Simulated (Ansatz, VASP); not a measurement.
**Ag: VASP beside Ansatz**

INCAR

```
SYSTEM = Ag
ALGO = Normal
EDIFF = 1E-6
ENCUT = 520
GGA = PE
ISIF = 2
ISMEAR = 0
LASPH = .True.
LCHARG = .True.
LELF = .True.
LREAL = .False.
LVHAR = .True.
LWAVE = .False.
NBANDS = 12
NELM = 100
PREC = Accurate
SIGMA = 0.1
```

Contents of KPOINTS:

```
k-points
0
Gamma
  18 18 18
  0 0 0
```

POSCAR

```
Ag
1.0
   -1.7294961684      1.7294961684      1.7294961684
    1.7294961684     -1.7294961684      1.7294961684
    1.7294961684      1.7294961684     -1.7294961684
Ag
1
Direct
    0.0000000000      0.0000000000      0.0000000000
```

Input for Ansatz:

```yaml
crystal:
  lattice:
    - [-1.7294961684, 1.7294961684, 1.7294961684]
    - [1.7294961684, -1.7294961684, 1.7294961684]
    - [1.7294961684, 1.7294961684, -1.7294961684]
  atoms:
    - { symbol: Ag, position: [0.0, 0.0, 0.0] }
basis:
  ecutwfc: 420
kpoints:
  mp_grid: { grid: [18, 18, 18] }
hamiltonian:
  xc: pbe
scf:
  occupations: { method: gaussian, width: 0.1 }
output:
  forces: true
  stress: true
  eigenvalues: true
```

Alike in both runs: task single point; functional PBE; k mesh 18 × 18 × 18; occupations gaussian, width 0.1 eV; no spin polarisation.

|  | VASP | Ansatz |
| --- | --- | --- |
| version | VASP 6.6.1 | Ansatz 0.2.0 |
| potentials or method | VASP PAW PBE potentials, release 64 (Ag), cutoff 520 eV | scalar-relativistic, plane waves, PAW |
| valence electrons in the cell | 11 | 19 |

|  | VASP | Ansatz | Ansatz less VASP |
| --- | --- | --- | --- |
| gap on the k mesh at the Fermi level (eV) | none | none | - |
| pressure (GPa) | -8.2 | -8.2 | +0.02 |

A gap of «none» marks a metal or a gap that the smearing closes. VASP's potentials hold 11 valence electrons a cell and Ansatz's 19, so a difference there can come from the potentials and not from the codes.
